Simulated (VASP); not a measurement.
Input of a VASP 6.6.1 run:

Contents of INCAR:

```
PREC = Accurate
ENCUT = 600
EDIFF = 1E-6
ISMEAR = 0
SIGMA = 0.02
LREAL = F
LASPH = T
NELM = 80
ALGO = Normal
ISIF = 3
LWAVE = F
LCHARG = F
GGA = PE
IVDW = 12
IBRION = 2
NSW = 70
EDIFFG = -0.02
```

KPOINTS

```
Automatic mesh
0
Gamma
  8 8 8
```

The input POSCAR:

```
NaCl
1.0
    0.0000000000      2.7940630000      2.7940630000
    2.7940630000      0.0000000000      2.7940630000
    2.7940630000      2.7940630000      0.0000000000
Na Cl
1 1
Direct
    0.0000000000      0.0000000000      0.0000000000
    0.5000000000      0.5000000000      0.5000000000
```

Potentials or basis: VASP PAW PBE potentials, release 64 (Na_pv, Cl).

The run is started by

```bash
$ cat potpaw_PBE.64/Na_pv/POTCAR potpaw_PBE.64/Cl/POTCAR > POTCAR
$ mpirun -np 1 vasp_std > vasp.out
```

(1) Estimate the band gap on the k mesh.

(2) Predict the dispersion energy per atom.

Results:

(1) 5.22 eV, direct.

(2) -0.221 eV.

Caveat: the relaxation stopped at its first step, so nothing moved.
